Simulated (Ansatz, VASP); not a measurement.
Sn: VASP beside Ansatz

File INCAR:

```
PREC = Accurate
ENCUT = 520
EDIFF = 1E-7
ISMEAR = 0
SIGMA = 0.15
LREAL = F
LASPH = T
NELM = 80
ALGO = Fast
ISIF = 2
LWAVE = F
LCHARG = F
GGA = PS
NBANDS = 21
```

File KPOINTS:

```
Automatic mesh
0
Gamma
  12 12 12
```

The input POSCAR:

```
Sn
1.0
    0.0000000000      3.2456000000      3.6714227200
    3.2456000000      0.0000000000      3.6714227200
    3.2456000000      3.2456000000      0.0000000000
Sn
2
Direct
    0.5000000000      0.5000000000      0.5000000000
    0.7500000000      0.7500000000      0.7500000000
```

Input for Ansatz:

```yaml
crystal:
  lattice:
    - [0.0, 3.2456, 3.67142272]
    - [3.2456, 0.0, 3.67142272]
    - [3.2456, 3.2456, 0.0]
  atoms:
    - { symbol: Sn, position: [0.5, 0.5, 0.5] }
    - { symbol: Sn, position: [0.75, 0.75, 0.75] }
basis:
  ecutwfc: 420
kpoints:
  mp_grid: { grid: [12, 12, 12] }
hamiltonian:
  xc: pbesol
scf:
  occupations: { method: gaussian, width: 0.15 }
output:
  forces: true
  stress: true
  eigenvalues: true
```

Change from the starting cell: strain +0.1312 x Voigt [0, 0, 1, 0, 0, 0], atoms carried along.

Alike in both runs: task single point; functional PBEsol; k mesh 12 × 12 × 12; occupations gaussian, width 0.15 eV; no spin polarisation.

|  | VASP | Ansatz |
| --- | --- | --- |
| version | VASP 6.6.1 | Ansatz 0.2.0 |
| potentials or method | VASP PAW PBE potentials, release 64 (Sn_d), cutoff 520 eV | scalar-relativistic, plane waves, PAW |
| valence electrons in the cell | 28 | 28 |

|  | VASP | Ansatz | Ansatz less VASP |
| --- | --- | --- | --- |
| gap on the k mesh at the Fermi level (eV) | none | none | - |
| pressure (GPa) | -3.3 | -3.3 | +0.05 |
| traceless stress, the component that is largest in VASP (GPa) | -2.65 | -2.65 | -0.001 |

VASP's potentials were made for PBE, not for PBEsol. A gap of «none» marks a metal or a gap that the smearing closes.
